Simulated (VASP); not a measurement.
Runs of VASP 6.6.1 on TiB2. The structure is that of space group P6/mmm (No. 191), or close to it. The cells are those of the table. 

```csv
cell,gap on the mesh (eV),pressure (GPa)
"a = 2.988, b = 2.988, c = 3.185 Å, angles 90.0, 90.0, 120.0°, 3 atoms",none,11.2
"a = 2.946, b = 2.946, c = 3.140 Å, angles 90.0, 90.0, 120.0°, 3 atoms",none,25.2
"a = 3.146, b = 3.146, c = 3.353 Å, angles 90.0, 90.0, 120.0°, 3 atoms",none,(b)
"a = 3.108, b = 3.108, c = 3.312 Å, angles 90.0, 90.0, 120.0°, 3 atoms",none,-17.6
"a = 2.903, b = 2.903, c = 3.094 Å, angles 90.0, 90.0, 120.0°, 3 atoms",none,(a)
```

Alike in all rows: task single point; level r2SCAN; potentials or basis VASP PAW PBE potentials, release 64 (Ti_sv, B); no spin polarisation; k mesh 11 × 11 × 9; cutoff (eV) 520; smearing fermi-dirac 0.15 eV.

Fill in the values left out.

(a) 42.2; (b) -24.0.

Caveats: the PAW data sets were made with another functional, which shifts forces and pressure a little.

A gap of «none» marks levels without a gap at the run's occupations.
